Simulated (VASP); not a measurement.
Rb, 2 atoms in the cell. The structure is hexagonal, space group P6_3/mmc (No. 194). Conventional cell: a = 4.783 Å, b = 4.783 Å, c = 8.746 Å, α = 90.00°, β = 90.00°, γ = 120.00°. This isn't the form of Rb at room conditions, which is bcc. This cell differs from its parent crystal: biaxial strain in the a-b plane: -6.0 %.

| Property | Result |
| --- | --- |
| Program | VASP 6.6.1 |
| Task | single point |
| Functional | r2SCAN |
| Potentials or basis | VASP PAW PBE potentials, release 64 (Rb_sv) |
| Cutoff | 520 eV |
| k mesh | 9 × 9 × 6 |
| Occupations | gaussian, width 0.1 eV |
| Spin | no spin polarisation |
| Dipole correction | no |
| Further INCAR settings | ALGO = Normal; EDIFF = 1e-06; NBANDS = 16 |

Potentials or basis: VASP PAW PBE potentials, release 64 (Rb_sv).

Command:

```bash
$ cat potpaw_PBE.64/Rb_sv/POTCAR > POTCAR
$ cp INCAR.step1 INCAR
$ mpirun -np 1 vasp_std > vasp.out
$ cp INCAR.step2 INCAR
$ mpirun -np 1 vasp_std > vasp.out
```

Hardware: 1 thread of Oxide Virtual Turin-like Processor, with other jobs on the host.

Problem. How long does it take, and how much memory?

Solution. It took 9.2 min on 1 thread of Oxide Virtual Turin-like Processor (shared host), peak memory 0.34 GiB. Counts: k points 48.
